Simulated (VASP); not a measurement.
# Cu3B (P-6m2) in VASP: single point with PBE

Aim: the single point of Cu3B with PBE.

Program: VASP 6.6.1. These are calculated values, not measurements. Logs are shortened: lines on timing, memory, paths and dates and some standing lists are left out, and cuts for length are marked.

**1. The cell of the first run**

Symmetry: P-6m2, No. 187, hexagonal system. The conventional cell has a = 2.596 Å, b = 2.596 Å, c = 7.263 Å, α = 90.00°, β = 90.00°, γ = 120.00°. Within 3.4 Å of Cu (site symmetry -6m2) lie 12 Cu at 2.60 to 2.61 Å. Within 2.8 Å of Cu (site symmetry 3m) lie 3 B at 2.12 Å and 9 Cu at 2.60 to 2.61 Å. B (site symmetry -6m2) has 6 Cu at 2.12 Å and 6 B at 2.60 Å within 2.8 Å.

The cell was generated, and may not be a known phase.

**2. Single point, PBE**

Contents of INCAR:

```
SYSTEM = Cu3B
ALGO = Normal
EDIFF = 1E-6
ENCUT = 820
GGA = PE
GGA_COMPAT = .FALSE.
ISIF = 2
ISMEAR = 0
LASPH = .TRUE.
LCHARG = .FALSE.
LREAL = .FALSE.
LWAVE = .FALSE.
NBANDS = 38
NELM = 120
PREC = Accurate
SIGMA = 0.1
```

Contents of KPOINTS:

```
k-points
0
G
  18 18 6
  0 0 0
```

Contents of POSCAR:

```
Cu3B
1.0
    2.5961459584      0.0000000000      0.0000000000
   -1.2980729792      2.2483283519      0.0000000000
    0.0000000000      0.0000000000      7.2634963278
Cu B
3 1
Direct
    0.6666666667      0.3333333333      0.5000000000
    0.3333333333      0.6666666667      0.2064429634
    0.3333333333      0.6666666667      0.7935570366
    0.6666666667      0.3333333333      0.0000000000
```

Potentials or basis: VASP PAW PBE potentials, release 64 (Cu_sv_GW, B).

Command:

```bash
$ cat potpaw_PBE.64/Cu_sv_GW/POTCAR potpaw_PBE.64/B/POTCAR > POTCAR
$ mpirun -np 1 vasp_std > vasp.out
```

OUTCAR:

```text
SYSTEM = Cu3B
   EDIFF = 1E-6
   ENCUT = 820
   GGA = PE
   ISIF = 2
   ISMEAR = 0
   LASPH = .TRUE.
   LREAL = .FALSE.
   NELM = 120
   PREC = Accurate

 ion  position               nearest neighbor table
   1  0.667  0.333  0.500-   2 2.61   3 2.61   2 2.61   3 2.61   2 2.61   3 2.61
   2  0.333  0.667  0.206-   4 2.12   4 2.12   4 2.12   1 2.61   1 2.61   1 2.61
   3  0.333  0.667  0.794-   4 2.12   4 2.12   4 2.12   1 2.61   1 2.61   1 2.61
   4  0.667  0.333  0.000-   2 2.12   3 2.12   2 2.12   3 2.12   2 2.12   3 2.12

  LATTYP: Found a hexagonal cell.
 ALAT       =     2.5961459584
 C/A-ratio  =     2.7977996785

  Lattice vectors:

 A1 = (   2.5961459584,   0.0000000000,   0.0000000000)
 A2 = (  -1.2980729792,   2.2483283519,   0.0000000000)
 A3 = (   0.0000000000,   0.0000000000,   7.2634963278)

Analysis of symmetry for initial positions (statically):
=====================================================================
 Subroutine PRICEL returns:
 Original cell was already a primitive cell.

 Routine SETGRP: Setting up the symmetry group for a
 hexagonal supercell.

 Subroutine GETGRP returns: Found 12 space group operations
 (whereof 12 operations were pure point group operations)
 out of a pool of 24 trial point group operations.

The static configuration has the point symmetry D_3h.

Analysis of symmetry for dynamics (positions and initial velocities):
=====================================================================
 Subroutine PRICEL returns:
 Original cell was already a primitive cell.

 Routine SETGRP: Setting up the symmetry group for a
 hexagonal supercell.

 Subroutine GETGRP returns: Found 12 space group operations
 (whereof 12 operations were pure point group operations)
 out of a pool of 24 trial point group operations.

The dynamic configuration has the point symmetry D_3h.

 Subroutine INISYM returns: Found 12 space group operations
 (whereof 12 operations are pure point group operations),
 and found     1 'primitive' translations

----------------------------------------------------------------------------------------

                                     Primitive cell

  volume of cell :      42.3969

  direct lattice vectors                    reciprocal lattice vectors
     2.596145958  0.000000000  0.000000000     0.385186355  0.222387446  0.000000000
    -1.298072979  2.248328352  0.000000000     0.000000000  0.444774892  0.000000000
     0.000000000  0.000000000  7.263496328     0.000000000  0.000000000  0.137674744

  length of vectors
     2.596145958  2.596145958  7.263496328     0.444774892  0.444774892  0.137674744

  position of ions in fractional coordinates (direct lattice)
     0.666666667  0.333333333  0.500000000
     0.333333333  0.666666667  0.206442963
     0.333333333  0.666666667  0.793557037
     0.666666667  0.333333333  0.000000000

  ion indices of the primitive-cell ions
   primitive index   ion index
                 1           1
                 2           2
                 3           3
                 4           4

----------------------------------------------------------------------------------------

 KPOINTS: k-points

Automatic generation of k-mesh.
 Grid dimensions read from file:
 generate k-points for:   18   18    6

 Generating k-lattice:

  Cartesian coordinates                     Fractional coordinates (reciprocal lattice)
     0.021399242  0.012354858  0.000000000     0.055555556  0.000000000  0.000000000
     0.000000000  0.024709716  0.000000000     0.000000000  0.055555556  0.000000000
     0.000000000  0.000000000  0.022945791     0.000000000  0.000000000  0.166666667

  Length of vectors
     0.024709716  0.024709716  0.022945791

  Shift w.r.t. Gamma in fractional coordinates (k-lattice)
     0.000000000  0.000000000  0.000000000

 Subroutine IBZKPT returns following result:
 ===========================================

 Found    148 irreducible k-points:

 Following reciprocal coordinates:
            Coordinates               Weight
  0.000000  0.000000  0.000000      1.000000
  0.055556  0.000000  0.000000      6.000000
  0.111111  0.000000  0.000000      6.000000
  0.166667  0.000000  0.000000      6.000000
  0.222222  0.000000  0.000000      6.000000
  0.277778  0.000000  0.000000      6.000000
[... 16 lines left out ...]
  0.333333  0.111111  0.000000     12.000000
  0.388889  0.111111  0.000000     12.000000
 [... further k-points ...]
   k-points           NKPTS =    148   k-points in BZ     NKDIM =    148   number of bands    NBANDS=     38
   number of dos      NEDOS =    301   number of ions     NIONS =      4
   total plane-waves  NPLWV =  40320
   dimension x,y,z NGX =    24 NGY =   24 NGZ =   70
   dimension x,y,z NGXF=    48 NGYF=   48 NGZF=  140
   ions per type =               3   1
   NGX,Y,Z   is equivalent  to a cutoff of  15.37, 15.37, 16.02 a.u.
   NGXF,Y,Z  is equivalent  to a cutoff of  30.74, 30.74, 32.04 a.u.
 SYSTEM =  Cu3B
   PREC   = accura    normal or accurate (medium, high low for compatibility)
   ISTART =      0    job   : 0-new  1-cont  2-samecut
   ICHARG =      2    charge: 1-file 2-atom 10-const
   ISPIN  =      1    spin polarized calculation?
   LNONCOLLINEAR =      F non collinear calculations
   LSORBIT =      F    spin-orbit coupling
   LASPH  =      T    aspherical Exc in radial PAW
   ENCUT  =  820.0 eV  60.27 Ry    7.76 a.u.   6.06  6.06 16.96*2*pi/ulx,y,z
   NELM   =    120;   NELMIN=  2; NELMDL= -5     # of ELM steps
   EDIFF  = 0.1E-05   stopping-criterion for ELM
   LREAL  =      F    real-space projection
   EDIFFG = 0.1E-04   stopping-criterion for IOM
   NSW    =      0    number of steps for IOM
   IBRION =     -1    ionic relax: 0-MD 1-quasi-New 2-CG
   NFREE  =      0    steps in history (QN), initial steepest desc. (CG)
   ISIF   =      2    stress and relaxation
   ISYM   =      2    0-nonsym 1-usesym 2-fastsym
   POTIM  = 0.5000    time-step for ionic-motion
   TEBEG  =    0.0;   TEEND  =   0.0 temperature during run
   PSTRESS=    0.0 pullay stress
   NELECT =      60.0000    total number of electrons
   NUPDOWN=      -1.0000    fix difference up-down
   EMIN   =  10.00;   EMAX   =-10.00  energy-range for DOS
   EFERMI =   0.00;   METHOD = LEGACY
   ISMEAR =     0;   SIGMA  =   0.10  broadening in eV -4-tet -1-fermi 0-gaus
   EFERMI_NEDOS =   21; number of points for ismear=-14 and -15
   IALGO  =     38    algorithm
   IMIX   =      4    mixing-type and parameters
     AMIX     =   0.40;   BMIX     =  1.00
     AMIX_MAG =   1.60;   BMIX_MAG =  1.00
  volume/ion in A,a.u.               =      10.60        71.53
  Fermi-wavevector in a.u.,A,eV,Ry     =   1.838007  3.473329 45.964129  3.378268
  Thomas-Fermi vector in A             =   2.890862
   LORBIT       =      0    0 simple, 1 ext, 2 COOP (PROOUT), +10 PAW based schemes
   GGA     = PE    functional components
   LHFCALC =     F    Hartree Fock is set to
   AEXX    =    0.0000 exact exchange contribution
   IVDW    =     0    specifies the selected vdW correction
   LEPSILON=     F    determine dielectric tensor
   LRPA    =     F    only Hartree local field effects (RPA)
 non-spin polarized calculation
 Gauss-broadening in eV      SIGMA  =   0.10
  energy-cutoff  :      820.00
  volume of cell :       42.40
 maximum number of plane-waves:      2304
   NGX = 13   NGY = 13   NGZ = 33

 number of electron      59.9999988 magnetization

 Free energy of the ion-electron system (eV)
  ---------------------------------------------------
  ext. energy  EPLUGINS =         0.00000000
  ---------------------------------------------------
  free energy    TOTEN  =       -16.92243600 eV

  energy without entropy =      -16.91765143  energy(sigma->0) =      -16.92004372

 E-fermi :   7.8300     XC(G=0): -13.1878

 val. band max:        7.8275394001   @ k =   0.2778   0.2222   0.3333
 cond. band min:       7.8354312760   @ k =   0.2222   0.2222   0.3333
 fundamental gap:      0.0078918759
 Fermi energy:         7.8300014004

 k-point     1 :       0.0000    0.0000    0.0000
  band No.  band energies     occupation
      1    -105.7040      2.00000
      2    -105.7037      2.00000
      3    -104.6621      2.00000
      4     -63.1290      2.00000
      5     -63.1253      2.00000
      6     -62.9964      2.00000
[... 30 lines left out ...]
     37      25.9297      0.00000
     38      26.5862      0.00000

 k-point     2 :       0.0556    0.0000    0.0000
  band No.  band energies     occupation
      1    -105.7037      2.00000
      2    -105.7035      2.00000
      3    -104.6618      2.00000
      4     -63.1287      2.00000
      5     -63.1250      2.00000
      6     -62.9984      2.00000
[... 30 lines left out ...]
     37      25.4987      0.00000
     38      26.5093      0.00000

 k-point     3 :       0.1111    0.0000    0.0000
  band No.  band energies     occupation
      1    -105.7031      2.00000
      2    -105.7029      2.00000
      3    -104.6612      2.00000
      4     -63.1281      2.00000
      5     -63.1242      2.00000
      6     -63.0043      2.00000
[... 30 lines left out ...]
     37      24.9775      0.00000
     38      25.3729      0.00000

 k-point     4 :       0.1667    0.0000    0.0000
  band No.  band energies     occupation
      1    -105.7022      2.00000
      2    -105.7020      2.00000
      3    -104.6603      2.00000
      4     -63.1270      2.00000
      5     -63.1230      2.00000
      6     -63.0135      2.00000
[... 30 lines left out ...]
     37      23.6583      0.00000
     38      23.7531      0.00000
[... 703 lines left out ...]
      4     -63.1227      2.00000
      5     -63.1182      2.00000
      6     -63.0472      2.00000
[... 30 lines left out ...]
     37      19.9811      0.00000
     38      20.1113      0.00000

 k-point    23 :       0.3333    0.1111    0.0000
  band No.  band energies     occupation
      1    -105.6974      2.00000
      2    -105.6972      2.00000
      3    -104.6555      2.00000
      4     -63.1217      2.00000
      5     -63.1171      2.00000
      6     -63.0551      2.00000
[... 30 lines left out ...]
     37      19.5070      0.00000
     38      19.7682      0.00000

 k-point    24 :       0.3889    0.1111    0.0000
  band No.  band energies     occupation
      1    -105.6968      2.00000
      2    -105.6967      2.00000
      3    -104.6549      2.00000
      4     -63.1210      2.00000
      5     -63.1164      2.00000
      6     -63.0602      2.00000
[... 30 lines left out ...]
     37      19.1251      0.00000
     38      19.6976      0.00000

 [... further k-points ...]

------------------------ aborting loop because EDIFF is reached ----------------------------------------

  FORCE on cell =-STRESS in cart. coord.  units (eV):
  Direction    XX          YY          ZZ          XY          YZ          ZX
  --------------------------------------------------------------------------------------
  -------------------------------------------------------------------------------------
  Total       -0.3951612     -0.3951612     -0.3925807      0.0000000      0.0000000      0.0000000
  in kB      -14.9331118    -14.9331118    -14.8355937      0.0000000      0.0000000      0.0000000
  external PRESSURE =     -14.9006058 kB  Pullay stress =       0.0000000 kB

 VOLUME and BASIS-vectors are now :
 -----------------------------------------------------------------------------
  energy-cutoff  :      820.00
  volume of cell :       42.40
      direct lattice vectors                 reciprocal lattice vectors
     2.596145958  0.000000000  0.000000000     0.385186355  0.222387446  0.000000000
    -1.298072979  2.248328352  0.000000000     0.000000000  0.444774892  0.000000000
     0.000000000  0.000000000  7.263496328     0.000000000  0.000000000  0.137674744

 POSITION                                       TOTAL-FORCE (eV/Angst)
 -----------------------------------------------------------------------------------
      1.29807      0.74944      3.63175        -0.000000      0.000000      0.000000
     -0.00000      1.49889      1.49950         0.000000     -0.000000      0.011266
     -0.00000      1.49889      5.76400         0.000000      0.000000     -0.011266
      1.29807      0.74944      0.00000        -0.000000      0.000000      0.000000
 -----------------------------------------------------------------------------------
    total drift:                                0.000001     -0.000000     -0.000000

  FREE ENERGIE OF THE ION-ELECTRON SYSTEM (eV)
  ---------------------------------------------------
  free  energy   TOTEN  =       -16.9224360042 eV

  energy  without entropy=      -16.9176514274  energy(sigma->0) =      -16.92004372
```

Wall time 6.8 min (1 thread of Intel Xeon Platinum 8375C at 2.90GHz (Ice Lake), shared host); peak memory 0.52 GiB.

What came out:

```yaml
Free_energy: -16.9224 eV
Pressure: -1.5 GPa
Largest_force: 0.011 eV/Å
Band_gap_on_the_k_mesh: zero (bands 30 and 31 overlap by 2.60 eV)
```

Forces in eV/Å, atoms in the order of the input:
```
Cu   0.000  0.000  0.000
Cu   0.000  0.000  0.011
Cu   0.000  0.000 -0.011
B    0.000  0.000  0.000
```
